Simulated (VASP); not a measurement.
Set up this calculation in VASP 6.6.1, as the native input.

| Quantity | Value |
| --- | --- |
| Task | single point |
| Functional | PBEsol |
| Dispersion | D4 |
| Potentials or basis | VASP PAW PBE potentials, release 64 (Hf_pv) |
| Cutoff | 520 eV |
| k mesh | 7 × 7 × 7 |
| Occupations | fermi-dirac, width 0.1 eV |
| Spin | no spin polarisation |
| Dipole correction | no |
| Further INCAR settings | ALGO = Normal; EDIFF = 1e-06; NBANDS = 17 |

The structure of Hf lies in POSCAR:

```
Hf
1.0
    0.0000000000      3.2169453868      3.2169453868
    3.2169453868      0.0000000000      3.2169453868
    3.2169453868      3.2169453868      0.0000000000
Hf
2
Direct
    1.0000000000      1.0000000000      1.0000000000
    0.2500000000      0.2500000000      0.2500000000
```

These files were run (other wordings do the same):

INCAR

```
SYSTEM = Hf
ALGO = Normal ; EDIFF = 1E-6
ENCUT = 520 ; GGA = PS
ISIF = 2 ; ISMEAR = -1
IVDW = 13 ; LASPH = .True.
LCHARG = .True. ; LELF = .True.
LREAL = .False. ; LVHAR = .True.
LWAVE = .False. ; NBANDS = 17
NELM = 80 ; PREC = Accurate
SIGMA = 0.1
```

KPOINTS

```
k-points
0
Gamma
  7 7 7
  0 0 0
```

Potentials or basis: VASP PAW PBE potentials, release 64 (Hf_pv).

The run is started by

```console
$ cat potpaw_PBE.64/Hf_pv/POTCAR > POTCAR
$ mpirun -np 1 vasp_std > vasp.out
```

It gave:

- Pressure: -0.2 GPa
- Band gap on the k mesh: zero (band 10 reaches 2.00 eV, above the bottom of band 11 at 1.42 eV)
- Dispersion energy per atom: -0.118 eV

Caveat: the PAW data sets were made with another functional, which shifts forces and pressure a little; spin-orbit coupling is left out, which moves the levels of the heavy elements; pairwise dispersion overbinds metals, which lowers pressure and volume.

Wall time 13 s on 1 thread of Intel(R) Xeon(R) 6975P-C (Granite Rapids), with other jobs on the host, peak memory 0.2 GiB.
